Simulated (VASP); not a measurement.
# PbSe (P1) in VASP: notebook

The runs below take PbSe through single point, with PBEsol.

Everything below comes from runs of VASP 6.6.1. Logs are shortened: lines on timing, memory, paths and dates and some standing lists are left out, and cuts for length are marked.

### Step 1. The cell of the first run

The typed cell holds 16 atoms: a = 8.736 Å, b = 8.736 Å, c = 8.736 Å, α = 60.00°, β = 60.00°, γ = 60.00°.

### Step 2. Single point, PBEsol

Input file INCAR:

```
PREC = Accurate
ENCUT = 520
EDIFF = 1E-7
ISMEAR = -1
SIGMA = 0.026
LREAL = Auto
LASPH = T
NELM = 60
ALGO = Normal
ISIF = 2
LWAVE = F
LCHARG = F
GGA = PS
NBANDS = 94
```

Input file KPOINTS:

```
Automatic mesh
0
Gamma
  2 2 2
```

Input file POSCAR:

```
PbSe
1.0
    0.0000000000      6.1774044403      6.1774044403
    6.1774044403      0.0000000000      6.1774044403
    6.1774044403      6.1774044403      0.0000000000
Pb Se
8 8
Direct
   -0.0047365362      0.0015687009      0.0000693657
    0.0005240874     -0.0008358689      0.4979975862
   -0.0022819455      0.4986964234      0.0026403484
    0.0008415347      0.5017650261      0.4998355749
    0.5009753740     -0.0004271211      0.0022966766
    0.5015148401     -0.0020380728      0.4997249298
    0.5038298091      0.4996374335     -0.0046376274
    0.4988075542      0.5029201228      0.5019786271
    0.2524013143      0.2559440644      0.2470005024
    0.2514285757      0.2543359457      0.7480110853
    0.2479532488      0.7539275670      0.2446944367
    0.2533022591      0.7439787284      0.7538977810
    0.7529491625      0.2460139229      0.2514535862
    0.7471276237      0.2548820488      0.7474089716
    0.7579795924      0.7491268452      0.2432718328
    0.7440326345      0.7488597427      0.7513740674
```

Potentials or basis: VASP PAW PBE potentials, release 64 (Pb_d, Se).

Started as:

```
$ cat potpaw_PBE.64/Pb_d/POTCAR potpaw_PBE.64/Se/POTCAR > POTCAR
$ mpirun -np 1 vasp_std > vasp.out
```

OUTCAR:

```text
PREC = Accurate
   ENCUT = 520
   EDIFF = 1E-7
   ISMEAR = -1
   LREAL = Auto
   LASPH = T
   NELM = 60
   ISIF = 2
   GGA = PS

 ion  position               nearest neighbor table
   1  0.995  0.002  0.000-  15 3.03  13 3.06  11 3.07  14 3.09  12 3.11  10 3.14
   2  0.001  0.999  0.498-  13 3.05  11 3.08  14 3.12  16 3.13  12 3.14   9 3.14
   3  0.998  0.499  0.003-  15 3.03  13 3.07  10 3.08   9 3.08  12 3.09  16 3.12
   4  0.001  0.502  0.500-   9 3.08  16 3.08  10 3.08  11 3.08  15 3.09  14 3.09
   5  0.501  1.000  0.002-  15 3.08  11 3.08   9 3.10  14 3.10  16 3.10  10 3.11
   6  0.502  0.998  0.500-  16 3.05  13 3.09   9 3.10  12 3.10  10 3.12  15 3.12
[... 8 lines left out ...]
  15  0.758  0.749  0.243-   1 3.03   3 3.03   5 3.08   4 3.09   6 3.12   8 3.12
  16  0.744  0.749  0.751-   7 3.02   6 3.05   4 3.08   5 3.10   3 3.12   2 3.13

  LATTYP: Found a face centered cubic cell.
 ALAT       =    12.3548088806

  Lattice vectors:

 A1 = (   0.0000000000,   6.1774044403,   6.1774044403)
 A2 = (   6.1774044403,   0.0000000000,   6.1774044403)
 A3 = (   6.1774044403,   6.1774044403,   0.0000000000)

Analysis of symmetry for initial positions (statically):
=====================================================================
 Subroutine PRICEL returns:
 Original cell was already a primitive cell.

 Routine SETGRP: Setting up the symmetry group for a
 face centered cubic supercell.

 Subroutine GETGRP returns: Found  1 space group operations
 (whereof  1 operations were pure point group operations)
 out of a pool of 48 trial point group operations.

The static configuration has the point symmetry C_1 .

Analysis of symmetry for dynamics (positions and initial velocities):
=====================================================================
 Subroutine PRICEL returns:
 Original cell was already a primitive cell.

 Routine SETGRP: Setting up the symmetry group for a
 face centered cubic supercell.

 Subroutine GETGRP returns: Found  1 space group operations
 (whereof  1 operations were pure point group operations)
 out of a pool of 48 trial point group operations.

The dynamic configuration has the point symmetry C_1 .

 Subroutine INISYM returns: Found  1 space group operations
 (whereof  1 operations are pure point group operations),
 and found     1 'primitive' translations

----------------------------------------------------------------------------------------

                                     Primitive cell

  volume of cell :     471.4635

  direct lattice vectors                    reciprocal lattice vectors
     0.000000000  6.177404440  6.177404440    -0.080940143  0.080940143  0.080940143
     6.177404440  0.000000000  6.177404440     0.080940143 -0.080940143  0.080940143
     6.177404440  6.177404440  0.000000000     0.080940143  0.080940143 -0.080940143

  length of vectors
     8.736169140  8.736169140  8.736169140     0.140192440  0.140192440  0.140192440

  position of ions in fractional coordinates (direct lattice)
     0.995263464  0.001568701  0.000069366
     0.000524087  0.999164131  0.497997586
     0.997718054  0.498696423  0.002640348
     0.000841535  0.501765026  0.499835575
     0.500975374  0.999572879  0.002296677
     0.501514840  0.997961927  0.499724930
[... 8 lines left out ...]
     0.757979592  0.749126845  0.243271833
     0.744032635  0.748859743  0.751374067

  ion indices of the primitive-cell ions
   primitive index   ion index
                 1           1
                 2           2
                 3           3
                 4           4
                 5           5
                 6           6
[... 8 lines left out ...]
                15          15
                16          16

----------------------------------------------------------------------------------------

 KPOINTS: Automatic mesh

Automatic generation of k-mesh.
 Grid dimensions read from file:
 generate k-points for:    2    2    2

 Generating k-lattice:

  Cartesian coordinates                     Fractional coordinates (reciprocal lattice)
    -0.040470072  0.040470072  0.040470072     0.500000000  0.000000000  0.000000000
     0.040470072 -0.040470072  0.040470072     0.000000000  0.500000000  0.000000000
     0.040470072  0.040470072 -0.040470072     0.000000000  0.000000000  0.500000000

  Length of vectors
     0.070096220  0.070096220  0.070096220

  Shift w.r.t. Gamma in fractional coordinates (k-lattice)
     0.000000000  0.000000000  0.000000000

 Subroutine IBZKPT returns following result:
 ===========================================

 Found      8 irreducible k-points:

 Following reciprocal coordinates:
            Coordinates               Weight
  0.000000  0.000000  0.000000      1.000000
  0.500000  0.000000  0.000000      1.000000
  0.000000  0.500000  0.000000      1.000000
  0.000000  0.000000  0.500000      1.000000
  0.500000  0.500000  0.500000      1.000000
  0.500000  0.500000  0.000000      1.000000
  0.000000  0.500000  0.500000      1.000000
  0.500000  0.000000  0.500000      1.000000
   k-points           NKPTS =      8   k-points in BZ     NKDIM =      8   number of bands    NBANDS=     94
   number of dos      NEDOS =    301   number of ions     NIONS =     16
   total plane-waves  NPLWV = 343000
   dimension x,y,z NGX =    70 NGY =   70 NGZ =   70
   dimension x,y,z NGXF=   140 NGYF=  140 NGZF=  140
   ions per type =               8   8
   NGX,Y,Z   is equivalent  to a cutoff of  13.32, 13.32, 13.32 a.u.
   NGXF,Y,Z  is equivalent  to a cutoff of  26.64, 26.64, 26.64 a.u.
 SYSTEM =  unknown system
   PREC   = accura    normal or accurate (medium, high low for compatibility)
   ISTART =      0    job   : 0-new  1-cont  2-samecut
   ICHARG =      2    charge: 1-file 2-atom 10-const
   ISPIN  =      1    spin polarized calculation?
   LNONCOLLINEAR =      F non collinear calculations
   LSORBIT =      F    spin-orbit coupling
   LASPH  =      T    aspherical Exc in radial PAW
   ENCUT  =  520.0 eV  38.22 Ry    6.18 a.u.  16.24 16.24 16.24*2*pi/ulx,y,z
   NELM   =     60;   NELMIN=  2; NELMDL= -5     # of ELM steps
   EDIFF  = 0.1E-06   stopping-criterion for ELM
   LREAL  =      T    real-space projection
   EDIFFG = 0.1E-05   stopping-criterion for IOM
   NSW    =      0    number of steps for IOM
   IBRION =     -1    ionic relax: 0-MD 1-quasi-New 2-CG
   NFREE  =      0    steps in history (QN), initial steepest desc. (CG)
   ISIF   =      2    stress and relaxation
   ISYM   =      2    0-nonsym 1-usesym 2-fastsym
   POTIM  = 0.5000    time-step for ionic-motion
   TEBEG  =    0.0;   TEEND  =   0.0 temperature during run
   PSTRESS=    0.0 pullay stress
   NELECT =     160.0000    total number of electrons
   NUPDOWN=      -1.0000    fix difference up-down
   EMIN   =  10.00;   EMAX   =-10.00  energy-range for DOS
   EFERMI =   0.00;   METHOD = LEGACY
   ISMEAR =    -1;   SIGMA  =   0.03  broadening in eV -4-tet -1-fermi 0-gaus
   EFERMI_NEDOS =   21; number of points for ismear=-14 and -15
   IALGO  =     38    algorithm
   IMIX   =      4    mixing-type and parameters
     AMIX     =   0.40;   BMIX     =  1.00
     AMIX_MAG =   1.60;   BMIX_MAG =  1.00
  volume/ion in A,a.u.               =      29.47       198.85
  Fermi-wavevector in a.u.,A,eV,Ry     =   1.141911  2.157898 17.741452  1.303960
  Thomas-Fermi vector in A             =   2.278610
   LORBIT       =      0    0 simple, 1 ext, 2 COOP (PROOUT), +10 PAW based schemes
   GGA     = PS    functional components
   LHFCALC =     F    Hartree Fock is set to
   AEXX    =    0.0000 exact exchange contribution
   IVDW    =     0    specifies the selected vdW correction
   LEPSILON=     F    determine dielectric tensor
   LRPA    =     F    only Hartree local field effects (RPA)
 non-spin polarized calculation
  energy-cutoff  :      520.00
  volume of cell :      471.46
 maximum number of plane-waves:     12716
 NGX is ok and might be reduce to    70
   NGX = 33   NGY = 33   NGZ = 33

 number of electron     160.0000001 magnetization

 Free energy of the ion-electron system (eV)
  ---------------------------------------------------
  ext. energy  EPLUGINS =         0.00000000
  ---------------------------------------------------
  free energy    TOTEN  =       -71.15801985 eV

  energy without entropy =      -71.15719096  energy(sigma->0) =      -71.15760540

 E-fermi :   4.6953     XC(G=0):  -9.5967

 val. band max:        4.5467506091   @ k =   0.0000   0.0000   0.0000
 cond. band min:       4.8436157807   @ k =   0.0000   0.0000   0.0000
 fundamental gap:      0.2968651717
 Fermi energy:         4.6953253992

 k-point     1 :       0.0000    0.0000    0.0000
  band No.  band energies     occupation
      1     -12.2456      2.00000
      2     -12.2432      2.00000
      3     -12.2415      2.00000
      4     -12.1672      2.00000
      5     -12.1662      2.00000
      6     -12.1638      2.00000
[... 84 lines left out ...]
     91       6.2963      0.00000
     92       6.3000      0.00000

 k-point     2 :       0.5000    0.0000    0.0000
  band No.  band energies     occupation
      1     -12.2055      2.00000
      2     -12.2049      2.00000
      3     -12.2006      2.00000
      4     -12.1937      2.00000
      5     -12.1882      2.00000
      6     -12.1861      2.00000
[... 84 lines left out ...]
     91       7.4985      0.00000
     92       7.5101      0.00000

 k-point     3 :       0.0000    0.5000    0.0000
  band No.  band energies     occupation
      1     -12.2121      2.00000
      2     -12.2087      2.00000
      3     -12.1993      2.00000
      4     -12.1879      2.00000
      5     -12.1809      2.00000
      6     -12.1783      2.00000
[... 84 lines left out ...]
     91       7.4901      0.00000
     92       7.5036      0.00000

 k-point     4 :       0.0000    0.0000    0.5000
  band No.  band energies     occupation
      1     -12.2109      2.00000
      2     -12.2078      2.00000
      3     -12.1967      2.00000
      4     -12.1919      2.00000
      5     -12.1877      2.00000
      6     -12.1766      2.00000
[... 84 lines left out ...]
     91       7.5057      0.00000
     92       7.5195      0.00000

 k-point     5 :       0.5000    0.5000    0.5000
  band No.  band energies     occupation
      1     -12.2097      2.00000
      2     -12.2066      2.00000
      3     -12.1969      2.00000
      4     -12.1929      2.00000
      5     -12.1890      2.00000
      6     -12.1788      2.00000
[... 84 lines left out ...]
     91       7.4997      0.00000
     92       7.5074      0.00000

 k-point     6 :       0.5000    0.5000    0.0000
  band No.  band energies     occupation
      1     -12.2133      2.00000
      2     -12.2126      2.00000
      3     -12.1919      2.00000
      4     -12.1785      2.00000
      5     -12.1667      2.00000
      6     -12.1640      2.00000
[... 84 lines left out ...]
     91       6.8751      0.00000
     92       6.9751      0.00000

 k-point     7 :       0.0000    0.5000    0.5000
  band No.  band energies     occupation
      1     -12.2165      2.00000
      2     -12.2087      2.00000
      3     -12.1923      2.00000
      4     -12.1742      2.00000
      5     -12.1718      2.00000
      6     -12.1619      2.00000
[... 84 lines left out ...]
     91       6.9190      0.00000
     92       6.9346      0.00000

 k-point     8 :       0.5000    0.0000    0.5000
  band No.  band energies     occupation
      1     -12.2167      2.00000
      2     -12.2085      2.00000
      3     -12.1919      2.00000
      4     -12.1750      2.00000
      5     -12.1720      2.00000
      6     -12.1606      2.00000
[... 84 lines left out ...]
     91       6.8194      0.00000
     92       7.0370      0.00000
 [bands above 92 left out]

------------------------ aborting loop because EDIFF is reached ----------------------------------------

  FORCE on cell =-STRESS in cart. coord.  units (eV):
  Direction    XX          YY          ZZ          XY          YZ          ZX
  --------------------------------------------------------------------------------------
  -------------------------------------------------------------------------------------
  Total       -5.4147463     -5.3252250     -5.3288990     -0.0606139     -0.0125049      0.0164098
  in kB      -18.4009648    -18.0967439    -18.1092291     -0.2059847     -0.0424955      0.0557655
  external PRESSURE =     -18.2023126 kB  Pullay stress =       0.0000000 kB

 VOLUME and BASIS-vectors are now :
 -----------------------------------------------------------------------------
  energy-cutoff  :      520.00
  volume of cell :      471.46
      direct lattice vectors                 reciprocal lattice vectors
     0.000000000  6.177404440  6.177404440    -0.080940143  0.080940143  0.080940143
     6.177404440  0.000000000  6.177404440     0.080940143 -0.080940143  0.080940143
     6.177404440  6.177404440  0.000000000     0.080940143  0.080940143 -0.080940143

 POSITION                                       TOTAL-FORCE (eV/Angst)
 -----------------------------------------------------------------------------------
      0.01012      6.14857      6.15784        -0.000792      0.087390      0.082849
      9.24857      3.07957      6.17548        -0.026355     -0.008357      0.020457
      3.09696      6.17962      9.24396        -0.075818      0.052461      0.014961
      6.18729      3.09288      3.10480        -0.024687      0.058657      0.016482
      6.18895      3.10892      9.26949         0.024019     -0.090861     -0.026560
      9.25182      6.18506      9.26287         0.096820     -0.011439     -0.023819
[... 8 lines left out ...]
      6.13045      6.18513      9.31001         0.141924      0.001610     -0.022156
      9.26755      9.23773      9.22220         0.019262      0.000286      0.262712
 -----------------------------------------------------------------------------------
    total drift:                               -0.002385      0.007514     -0.011134

  FREE ENERGIE OF THE ION-ELECTRON SYSTEM (eV)
  ---------------------------------------------------
  free  energy   TOTEN  =       -71.1580198478 eV

  energy  without entropy=      -71.1571909569  energy(sigma->0) =      -71.15760540
```

It took 22 min on 1 thread of Oxide Virtual Turin-like, shared host; peak memory 0.74 GiB.

What came out:

* Free energy: -71.1580 eV
* Pressure: -1.8 GPa
* Largest force: 0.263 eV/Å
* Band gap on the k mesh: 0.30 eV

Forces on the atoms (eV/Å):
```
Pb  -0.001  0.087  0.083
Pb  -0.026 -0.008  0.020
Pb  -0.076  0.052  0.015
Pb  -0.025  0.059  0.016
Pb   0.024 -0.091 -0.027
Pb   0.097 -0.011 -0.024
Pb   0.075 -0.005 -0.087
Pb  -0.023 -0.039 -0.108
Se  -0.061 -0.070 -0.181
Se  -0.123  0.057  0.031
Se   0.072  0.005  0.007
Se  -0.009 -0.064  0.046
Se   0.009  0.068 -0.022
Se  -0.094 -0.042 -0.011
Se   0.142  0.002 -0.022
Se   0.019  0.000  0.263
```

Caveat: the k points lie up to 0.44 Å⁻¹ apart; the atoms stand as in a frame of molecular dynamics; the PAW data sets were made with another functional, which shifts forces and pressure a little; spin-orbit coupling is left out, which moves the levels of the heavy elements.

### Step 3. Single point, PBEsol

Input file INCAR:

```
SYSTEM = PbSe
PREC = Accurate
ENCUT = 520
EDIFF = 1E-7
ISMEAR = -1
SIGMA = 0.026
LREAL = Auto
LASPH = .True.
NELM = 80
ALGO = Normal
ISIF = 2
LWAVE = .False.
LCHARG = .True.
GGA = PS
LELF = .True.
LVHAR = .True.
NBANDS = 94
```

Input file KPOINTS:

```
Automatic mesh
0
Gamma
  2 2 2
  0 0 0
```

Input file POSCAR:

```
PbSe
1.0
    0.0000000000      6.1774044403      6.1774044403
    6.1774044403      0.0000000000      6.1774044403
    6.1774044403      6.1774044403      0.0000000000
Pb Se
8 8
Direct
   -0.0079559304      0.0032510418      0.0007467538
    0.0016569257     -0.0008196808      0.4949917930
   -0.0052227437      0.4974488929      0.0040889342
    0.0009890885      0.5034476907      0.4985616580
    0.5019523216     -0.0006009806      0.0027951060
    0.5021753926     -0.0037668733      0.4987359221
    0.5079057928      0.4988785387     -0.0082922367
    0.4969283669      0.5067637274      0.5030701049
    0.2513975756      0.2598773507      0.2466661386
    0.2547344140      0.2588528103      0.7478214426
    0.2453546655      0.7585099932      0.2379790759
    0.2565838962      0.7389748468      0.7556558009
    0.7567243727      0.2453929502      0.2479851392
    0.7440975485      0.2552580967      0.7465678417
    0.7642989132      0.7504380755      0.2377211196
    0.7401497739      0.7487564631      0.7505217676
```

Potentials or basis: VASP PAW PBE potentials, release 64 (Pb_d, Se).

Started as:

```
$ cat potpaw_PBE.64/Pb_d/POTCAR potpaw_PBE.64/Se/POTCAR > POTCAR
$ mpirun -np 1 vasp_std > vasp.out
```

It took 27 min on 1 thread of Oxide Virtual Turin-like, shared host; peak memory 0.75 GiB.

Results (log left out):

```yaml
Free_energy: -71.1107 eV
Pressure: -1.8 GPa
Largest_force: 0.398 eV/Å
Band_gap_on_the_k_mesh: 0.31 eV
```

Forces in eV/Å, atoms in the order of the input:
```
Pb  -0.036  0.105  0.167
Pb  -0.017  0.014  0.037
Pb  -0.138  0.090  0.074
Pb  -0.055  0.115  0.012
Pb   0.040 -0.167 -0.046
Pb   0.167 -0.036 -0.054
Pb   0.120 -0.024 -0.160
Pb  -0.043 -0.042 -0.173
Se  -0.124 -0.099 -0.263
Se  -0.227  0.016  0.019
Se   0.108  0.089 -0.030
Se   0.006 -0.149  0.132
Se   0.038  0.138 -0.095
Se  -0.145 -0.096  0.069
Se   0.253  0.027 -0.085
Se   0.053  0.017  0.394
```

Stress tensor (GPa, compression positive):
```
-1.83 -0.06  0.02
-0.06 -1.76  0.03
 0.02  0.03 -1.75
```

Levels at points of the mesh, in eV from the valence-band top:
| k point | band 77 | band 78 | band 79 | band 80 | band 81 | band 82 | band 83 | band 84 |
| --- | --- | --- | --- | --- | --- | --- | --- | --- |
| (0.00, 0.00, 0.00) | -0.07 | -0.04 | -0.02 | 0.00 | 0.31 | 0.34 | 0.35 | 0.39 |
| (0.50, 0.00, 0.00) | -1.49 | -1.45 | -0.98 | -0.95 | 2.12 | 2.14 | 2.75 | 2.79 |
| (0.00, 0.50, 0.00) | -1.52 | -1.49 | -1.00 | -0.93 | 2.09 | 2.16 | 2.78 | 2.80 |
| (0.00, 0.00, 0.50) | -1.52 | -1.51 | -1.01 | -0.92 | 2.08 | 2.17 | 2.78 | 2.79 |
| (0.50, 0.50, 0.50) | -1.51 | -1.50 | -0.99 | -0.94 | 2.11 | 2.15 | 2.77 | 2.80 |
| (0.50, 0.50, 0.00) | -0.72 | -0.67 | -0.61 | -0.57 | 1.26 | 1.27 | 1.48 | 1.53 |
| (0.00, 0.50, 0.50) | -0.72 | -0.68 | -0.61 | -0.57 | 1.21 | 1.31 | 1.44 | 1.55 |
| (0.50, 0.00, 0.50) | -0.72 | -0.69 | -0.67 | -0.62 | 1.32 | 1.34 | 1.41 | 1.46 |

Caveat: the k points lie up to 0.44 Å⁻¹ apart; the atoms stand as in a frame of molecular dynamics; the PAW data sets were made with another functional, which shifts forces and pressure a little; spin-orbit coupling is left out, which moves the levels of the heavy elements.
